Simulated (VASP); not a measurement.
SnTe:

```
Sn Te
1.0
     0.00000    3.15085    3.15085
     3.15085    0.00000    3.15085
     3.15085    3.15085    0.00000
Sn Te
1 1
Direct
  0.00000 0.00000 0.00000
  0.50000 0.50000 0.50000
```

* Program: VASP 6.6.1
* Task: relaxation of cell and atoms
* Functional: RPBE
* Potentials or basis: VASP PAW PBE potentials, release 64 (Sn_d, Te)
* Cutoff: 600 eV
* k mesh: 5 × 5 × 5
* Occupations: fermi-dirac, width 0.05 eV
* Spin: no spin polarisation

At the start: pressure 3.6 GPa; volume 31.28 Å³/atom.

**Question.** How do energy, volume and symmetry change on relaxing?

**Answer.** Over 3 steps the energy falls by 29.4 meV/atom and the volume is 34.05 Å³/atom (+8.8 %); space group Fm-3m (No. 225, to 0.1 Å) before and after.

The path:
| step | energy change (eV) | largest force (eV/Å) | pressure (GPa) | volume (Å³) |
| --- | --- | --- | --- | --- |
| 1 | 0.0000 | 0.0000 | 3.62 | 62.56 |
| 2 | -0.0568 | 0.0000 | -0.55 | 69.19 |
| 3 | -0.0587 | 0.0000 | -0.01 | 68.10 |

Final structure:
```
Sn Te
1.0
     0.00000    3.24114    3.24114
     3.24114    0.00000    3.24114
     3.24114    3.24114    0.00000
Sn Te
1 1
Direct
  0.00000 0.00000 0.00000
  0.50000 0.50000 0.50000
```

Caveat: the PAW data sets were made with another functional, which shifts forces and pressure a little.
